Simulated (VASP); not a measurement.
Wanted: the native input for a VASP 6.6.1 run.

- Task: single point
- Functional: PBEsol
- Potentials or basis: VASP PAW PBE potentials, release 64 (Mg, S)
- Cutoff: 520 eV
- k mesh: 12 × 12 × 12
- Occupations: fermi-dirac, width 0.05 eV
- Spin: no spin polarisation
- Dipole correction: no
- Further INCAR settings: ALGO = Normal; EDIFF = 1e-06; NBANDS = 11

The structure of MgS lies in POSCAR:

```
MgS
1.0
    0.0000000000      2.5909610182      2.5909610182
    2.5909610182      0.0000000000      2.5909610182
    2.5909610182      2.5909610182      0.0000000000
Mg S
1 1
Direct
    0.0000000000      0.0000000000      0.0000000000
    0.5000000000      0.5000000000      0.5000000000
```

These files were run (other wordings do the same):

INCAR

```
  PREC = Accurate
  ENCUT = 520
  EDIFF = 1E-6
  ISMEAR = -1
  SIGMA = 0.05
  LREAL = False
  LASPH = True
  NELM = 100
  ALGO = Normal
  ISIF = 2
  LWAVE = False
  LCHARG = False
  GGA = PS
  NBANDS = 11
```

KPOINTS

```
regular mesh
0
Gamma
  12 12 12
```

Potentials or basis: VASP PAW PBE potentials, release 64 (Mg, S).

Launch:

```console
$ cat potpaw_PBE.64/Mg/POTCAR potpaw_PBE.64/S/POTCAR > POTCAR
$ mpirun -np 1 vasp_std > vasp.out
```

Results of the run:

```json
{
 "Pressure": "-0.2 GPa",
 "Band gap on the k mesh": "2.73 eV, indirect (least direct gap 3.69 eV)"
}
```

Caveat: the PAW data sets were made with another functional, which shifts forces and pressure a little.

Run time: 13 s on 1 thread of Intel(R) Xeon(R) Platinum 8559C (Emerald Rapids), with other jobs on the host, peak memory 0.17 GiB.
